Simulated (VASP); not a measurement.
# AlGa3N4 (Pm) in VASP: single point with PBEsol

Aim: the single point of AlGa3N4 with PBEsol.

All numbers are computed with VASP 6.6.1; they aren't measurements. Logs are shortened: lines on timing, memory, paths and dates and some standing lists are left out, and cuts for length are marked.

## 1. The cell of the first run

Symmetry: Pm, No. 6, monoclinic system. Conventional cell: a = 5.478 Å, b = 3.165 Å, c = 14.785 Å, α = 90.00°, β = 90.03°, γ = 90.00°. Within 2.5 Å of Al (site symmetry m) lie 4 N at 1.89 to 1.90 Å. Al (site symmetry m) has 4 N at 1.89 to 1.90 Å within 2.5 Å. Within 2.6 Å of Ga (site symmetry m) lie 3 N at 1.94 Å. Ga (site symmetry m) has 4 N at 1.94 to 1.95 Å within 2.6 Å. Ga (site symmetry m) has 3 N at 1.94 Å within 2.6 Å. Ga (site symmetry m) has 4 N at 1.94 to 1.96 Å within 2.6 Å. Ga (site symmetry m) has 4 N at 1.95 to 1.96 Å within 2.6 Å. Ga (site symmetry m) has 4 N at 1.95 to 1.96 Å within 2.6 Å.

## 2. Single point, PBEsol (the distance across one plane changed)

The input, INCAR:

```
SYSTEM = AlGa3N4
PREC = Accurate
ENCUT = 520
EDIFF = 1E-6
ISMEAR = 0
SIGMA = 0.05
LREAL = Auto
LASPH = .True.
NELM = 80
ALGO = Normal
ISIF = 2
LWAVE = .False.
LCHARG = .False.
GGA = PS
NBANDS = 76
```

The input, KPOINTS:

```
Automatic mesh
0
Gamma
  8 5 3
  0 0 0
```

The input, POSCAR:

```
AlGa3N4
1.0
    0.0000000000     -3.1649847989      0.0000000000
    0.0035856878      0.0000000000     -5.4784941327
   14.7847014275      0.0000000000      0.0031882695
Al Ga N
2 6 8
Direct
    0.5000000000      0.3329472110      0.5882618007
    0.5000000000      0.3327669743      0.2404461499
    0.5000000000      0.6651146318      0.0660212200
    0.5000000000      0.6652948685      0.4138368708
    0.0000000000      0.1684771957      0.0659901538
    0.0000000000      0.1686574324      0.4138058047
    0.0000000000      0.8339439357      0.2401881954
    0.0000000000      0.8341241724      0.5880038463
    0.5000000000      0.6602288793      0.6296745862
    0.5000000000      0.6600486427      0.2818589354
    0.0000000000      0.1739498712      0.6289710337
    0.0000000000      0.1737696346      0.2811553829
    0.0000000000      0.8338397923      0.1082206274
    0.0000000000      0.8340200289      0.4560362782
    0.5000000000      0.3327615186      0.1119731087
    0.5000000000      0.3329417553      0.4597887595
```

Potentials or basis: VASP PAW PBE potentials, release 64 (Al, Ga_d, N).

Run with:

```
$ cat potpaw_PBE.64/Al/POTCAR potpaw_PBE.64/Ga_d/POTCAR potpaw_PBE.64/N/POTCAR > POTCAR
$ mpirun -np 1 vasp_std > vasp.out
```

OUTCAR:

```text
SYSTEM = AlGa3N4
   PREC = Accurate
   ENCUT = 520
   EDIFF = 1E-6
   ISMEAR = 0
   LREAL = Auto
   LASPH = .True.
   NELM = 80
   ISIF = 2
   GGA = PS

 ion  position               nearest neighbor table
   1  0.500  0.333  0.588-   9 1.89  16 1.90  11 1.90  11 1.90
   2  0.500  0.333  0.240-  10 1.89  15 1.90  12 1.90  12 1.90
   3  0.500  0.665  0.066-  13 1.94  13 1.94  15 1.94
   4  0.500  0.665  0.414-  14 1.94  14 1.94  16 1.94  10 1.95
   5  0.000  0.168  0.066-  13 1.94  15 1.94  15 1.94
   6  0.000  0.169  0.414-  14 1.94  16 1.94  16 1.94  12 1.96
   7  0.000  0.834  0.240-  10 1.95  10 1.95  13 1.95  12 1.96
   8  0.000  0.834  0.588-   9 1.95   9 1.95  14 1.95  11 1.96
   9  0.500  0.660  0.630-   1 1.89   8 1.95   8 1.95
  10  0.500  0.660  0.282-   2 1.89   7 1.95   7 1.95   4 1.95
  11  0.000  0.174  0.629-   1 1.90   1 1.90   8 1.96
  12  0.000  0.174  0.281-   2 1.90   2 1.90   7 1.96   6 1.96
  13  0.000  0.834  0.108-   3 1.94   3 1.94   5 1.94   7 1.95
  14  0.000  0.834  0.456-   4 1.94   4 1.94   6 1.94   8 1.95
  15  0.500  0.333  0.112-   2 1.90   3 1.94   5 1.94   5 1.94
  16  0.500  0.333  0.460-   1 1.90   4 1.94   6 1.94   6 1.94

  LATTYP: Found a simple monoclinic cell.
 ALAT       =     5.4784953061
 B/A-ratio  =     0.5777105979
 C/A-ratio  =     2.6986792806
 COS(beta)  =    -0.0004388558

  Lattice vectors:

 A1 = (   0.0035856878,   0.0000000000,  -5.4784941327)
 A2 = (   0.0000000000,  -3.1649847989,   0.0000000000)
 A3 = ( -14.7847014275,   0.0000000000,  -0.0031882695)

Analysis of symmetry for initial positions (statically):
=====================================================================
 Subroutine PRICEL returns:
 Original cell was already a primitive cell.

 Routine SETGRP: Setting up the symmetry group for a
 simple monoclinic supercell.

 Subroutine GETGRP returns: Found  2 space group operations
 (whereof  2 operations were pure point group operations)
 out of a pool of  4 trial point group operations.

The static configuration has the point symmetry C_1h.

Analysis of symmetry for dynamics (positions and initial velocities):
=====================================================================
 Subroutine PRICEL returns:
 Original cell was already a primitive cell.

 Routine SETGRP: Setting up the symmetry group for a
 simple monoclinic supercell.

 Subroutine GETGRP returns: Found  2 space group operations
 (whereof  2 operations were pure point group operations)
 out of a pool of  4 trial point group operations.

The dynamic configuration has the point symmetry C_1h.

 Subroutine INISYM returns: Found  2 space group operations
 (whereof  2 operations are pure point group operations),
 and found     1 'primitive' translations

----------------------------------------------------------------------------------------

                                     Primitive cell

  volume of cell :     256.3572

  direct lattice vectors                    reciprocal lattice vectors
     0.000000000 -3.164984799  0.000000000     0.000000000 -0.315957284  0.000000000
     0.003585688  0.000000000 -5.478494133     0.000039362  0.000000000 -0.182531885
    14.784701427  0.000000000  0.003188269     0.067637474  0.000000000  0.000044269

  length of vectors
     3.164984799  5.478495306 14.784701771     0.315957284  0.182531889  0.067637489

  position of ions in fractional coordinates (direct lattice)
     0.500000000  0.332947211  0.588261801
     0.500000000  0.332766974  0.240446150
     0.500000000  0.665114632  0.066021220
     0.500000000  0.665294868  0.413836871
     0.000000000  0.168477196  0.065990154
     0.000000000  0.168657432  0.413805805
[... 8 lines left out ...]
     0.500000000  0.332761519  0.111973109
     0.500000000  0.332941755  0.459788760

  ion indices of the primitive-cell ions
   primitive index   ion index
                 1           1
                 2           2
                 3           3
                 4           4
                 5           5
                 6           6
[... 8 lines left out ...]
                15          15
                16          16

----------------------------------------------------------------------------------------

 KPOINTS: Automatic mesh

Automatic generation of k-mesh.
 Grid dimensions read from file:
 generate k-points for:    8    5    3

 Generating k-lattice:

  Cartesian coordinates                     Fractional coordinates (reciprocal lattice)
     0.000000000 -0.039494660  0.000000000     0.125000000  0.000000000  0.000000000
     0.000007872  0.000000000 -0.036506377     0.000000000  0.200000000  0.000000000
     0.022545825  0.000000000  0.000014756     0.000000000  0.000000000  0.333333333

  Length of vectors
     0.039494660  0.036506378  0.022545830

  Shift w.r.t. Gamma in fractional coordinates (k-lattice)
     0.000000000  0.000000000  0.000000000

 Subroutine IBZKPT returns following result:
 ===========================================

 Found     40 irreducible k-points:

 Following reciprocal coordinates:
            Coordinates               Weight
  0.000000  0.000000  0.000000      1.000000
  0.125000  0.000000  0.000000      2.000000
  0.250000  0.000000  0.000000      2.000000
  0.375000  0.000000  0.000000      2.000000
  0.500000  0.000000  0.000000      1.000000
  0.000000  0.200000  0.000000      2.000000
[... 16 lines left out ...]
  0.250000  0.200000  0.333333      4.000000
  0.375000  0.200000  0.333333      4.000000
 [... further k-points ...]
   k-points           NKPTS =     40   k-points in BZ     NKDIM =     40   number of bands    NBANDS=     76
   number of dos      NEDOS =    301   number of ions     NIONS =     16
   total plane-waves  NPLWV = 112896
   dimension x,y,z NGX =    24 NGY =   42 NGZ =  112
   dimension x,y,z NGXF=    48 NGYF=   84 NGZF=  224
   ions per type =               2   6   8
   NGX,Y,Z   is equivalent  to a cutoff of  12.61, 12.74, 12.59 a.u.
   NGXF,Y,Z  is equivalent  to a cutoff of  25.21, 25.49, 25.19 a.u.
 SYSTEM =  AlGa3N4
   PREC   = accura    normal or accurate (medium, high low for compatibility)
   ISTART =      0    job   : 0-new  1-cont  2-samecut
   ICHARG =      2    charge: 1-file 2-atom 10-const
   ISPIN  =      1    spin polarized calculation?
   LNONCOLLINEAR =      F non collinear calculations
   LSORBIT =      F    spin-orbit coupling
   LASPH  =      T    aspherical Exc in radial PAW
   ENCUT  =  520.0 eV  38.22 Ry    6.18 a.u.   5.88 10.19 27.49*2*pi/ulx,y,z
   NELM   =     80;   NELMIN=  2; NELMDL= -5     # of ELM steps
   EDIFF  = 0.1E-05   stopping-criterion for ELM
   LREAL  =      T    real-space projection
   EDIFFG = 0.1E-04   stopping-criterion for IOM
   NSW    =      0    number of steps for IOM
   IBRION =     -1    ionic relax: 0-MD 1-quasi-New 2-CG
   NFREE  =      0    steps in history (QN), initial steepest desc. (CG)
   ISIF   =      2    stress and relaxation
   ISYM   =      2    0-nonsym 1-usesym 2-fastsym
   POTIM  = 0.5000    time-step for ionic-motion
   TEBEG  =    0.0;   TEEND  =   0.0 temperature during run
   PSTRESS=    0.0 pullay stress
   NELECT =     124.0000    total number of electrons
   NUPDOWN=      -1.0000    fix difference up-down
   EMIN   =  10.00;   EMAX   =-10.00  energy-range for DOS
   EFERMI =   0.00;   METHOD = LEGACY
   ISMEAR =     0;   SIGMA  =   0.05  broadening in eV -4-tet -1-fermi 0-gaus
   EFERMI_NEDOS =   21; number of points for ismear=-14 and -15
   IALGO  =     38    algorithm
   IMIX   =      4    mixing-type and parameters
     AMIX     =   0.40;   BMIX     =  1.00
     AMIX_MAG =   1.60;   BMIX_MAG =  1.00
  volume/ion in A,a.u.               =      16.02       108.12
  Fermi-wavevector in a.u.,A,eV,Ry     =   1.285090  2.428468 22.469431  1.651457
  Thomas-Fermi vector in A             =   2.417245
   LORBIT       =      0    0 simple, 1 ext, 2 COOP (PROOUT), +10 PAW based schemes
   GGA     = PS    functional components
   LHFCALC =     F    Hartree Fock is set to
   AEXX    =    0.0000 exact exchange contribution
   IVDW    =     0    specifies the selected vdW correction
   LEPSILON=     F    determine dielectric tensor
   LRPA    =     F    only Hartree local field effects (RPA)
 non-spin polarized calculation
 Gauss-broadening in eV      SIGMA  =   0.05
  energy-cutoff  :      520.00
  volume of cell :      256.36
 maximum number of plane-waves:      6946
 NGX is ok and might be reduce to    24
   NGX = 11   NGY = 21   NGZ = 55

 number of electron     123.9999940 magnetization

 Free energy of the ion-electron system (eV)
  ---------------------------------------------------
  ext. energy  EPLUGINS =         0.00000000
  ---------------------------------------------------
  free energy    TOTEN  =      -102.87607036 eV

  energy without entropy =     -102.85704044  energy(sigma->0) =     -102.86655540

 E-fermi :   2.8004     XC(G=0):  -9.0850

 val. band max:        2.7726409980   @ k =   0.5000   0.2000   0.3333
 cond. band min:       2.8120447033   @ k =   0.3750  -0.2000   0.3333
 fundamental gap:      0.0394037053
 Fermi energy:         2.8004167823

 k-point     1 :       0.0000    0.0000    0.0000
  band No.  band energies     occupation
      1     -14.8043      2.00000
      2     -14.2298      2.00000
      3     -13.7230      2.00000
      4     -13.0402      2.00000
      5     -12.9681      2.00000
      6     -12.8621      2.00000
[... 66 lines left out ...]
     73       8.7083      0.00000
     74       9.0024      0.00000

 k-point     2 :       0.1250    0.0000    0.0000
  band No.  band energies     occupation
      1     -14.7199      2.00000
      2     -14.2116      2.00000
      3     -13.6399      2.00000
      4     -13.0131      2.00000
      5     -12.9064      2.00000
      6     -12.8630      2.00000
[... 66 lines left out ...]
     73       8.8643      0.00000
     74       9.2998      0.00000

 k-point     3 :       0.2500    0.0000    0.0000
  band No.  band energies     occupation
      1     -14.5302      2.00000
      2     -14.1735      2.00000
      3     -13.4426      2.00000
      4     -12.9565      2.00000
      5     -12.8515      2.00000
      6     -12.8234      2.00000
[... 1606 lines left out ...]
     73       9.1369      0.00000
     74       9.2893      0.00000

 k-point    24 :       0.3750    0.2000    0.3333
  band No.  band energies     occupation
      1     -14.3667      2.00000
      2     -14.1475      2.00000
      3     -13.2641      2.00000
      4     -12.8736      2.00000
      5     -12.8204      2.00000
      6     -12.8102      2.00000
[... 66 lines left out ...]
     73       8.9763      0.00000
     74       9.1028      0.00000

 [... further k-points ...]

 [bands above 74 left out]

------------------------ aborting loop because EDIFF is reached ----------------------------------------

  FORCE on cell =-STRESS in cart. coord.  units (eV):
  Direction    XX          YY          ZZ          XY          YZ          ZX
  --------------------------------------------------------------------------------------
  -------------------------------------------------------------------------------------
  Total        1.7107726     -2.1410848     -2.2130245      0.0000000      0.0000000     -0.0013839
  in kB       10.6919620    -13.3813212    -13.8309293      0.0000000      0.0000000     -0.0086488
  external PRESSURE =      -5.5067628 kB  Pullay stress =       0.0000000 kB

 VOLUME and BASIS-vectors are now :
 -----------------------------------------------------------------------------
  energy-cutoff  :      520.00
  volume of cell :      256.36
      direct lattice vectors                 reciprocal lattice vectors
     0.000000000 -3.164984799  0.000000000     0.000000000 -0.315957284  0.000000000
     0.003585688  0.000000000 -5.478494133     0.000039362  0.000000000 -0.182531885
    14.784701427  0.000000000  0.003188269     0.067637474  0.000000000  0.000044269

 POSITION                                       TOTAL-FORCE (eV/Angst)
 -----------------------------------------------------------------------------------
      8.69847     -1.58249     -1.82217         1.867513      0.000000      0.155148
      3.55612     -1.58249     -1.82230         1.159558      0.000000      0.024362
      0.97849     -1.58249     -3.64362         0.166019      0.000000      0.075078
      6.12084     -1.58249     -3.64349         1.038182      0.000000     -0.002168
      0.97625      0.00000     -0.92279         0.202576      0.000000     -0.079962
      6.11860      0.00000     -0.92267         1.032765      0.000000     -0.011072
[... 8 lines left out ...]
      1.65668     -1.58249     -1.82268        -0.664096      0.000000     -0.001270
      6.79903     -1.58249     -1.82255        -1.108228      0.000000      0.041705
 -----------------------------------------------------------------------------------
    total drift:                                0.011222     -0.000000     -0.000222

  FREE ENERGIE OF THE ION-ELECTRON SYSTEM (eV)
  ---------------------------------------------------
  free  energy   TOTEN  =      -102.8760703563 eV

  energy  without entropy=     -102.8570404427  energy(sigma->0) =     -102.86655540
```

Wall time 27 min (1 thread of Intel Xeon Platinum 8488C (Sapphire Rapids), shared host); peak memory 0.61 GiB.

What came out:

* Free energy: -102.8761 eV
* Pressure: -0.6 GPa
* Largest force: 2.070 eV/Å
* Band gap on the k mesh: zero (bands 62 and 63 overlap by 0.26 eV)

Forces in eV/Å, atoms in the order of the input:
```
Al   1.868  0.000  0.155
Al   1.160  0.000  0.024
Ga   0.166  0.000  0.075
Ga   1.038  0.000 -0.002
Ga   0.203  0.000 -0.080
Ga   1.033  0.000 -0.011
Ga   1.144  0.000 -0.018
Ga   2.065  0.000 -0.153
N   -1.327  0.000 -0.085
N   -0.921  0.000  0.018
N   -1.558  0.000  0.079
N   -0.982  0.000 -0.025
N   -0.926  0.000  0.006
N   -1.190  0.000 -0.024
N   -0.664  0.000 -0.001
N   -1.108  0.000  0.042
```

Caveat: the cell differs from its parent crystal (the distance across one plane changed); the PAW data sets were made with another functional, which shifts forces and pressure a little.
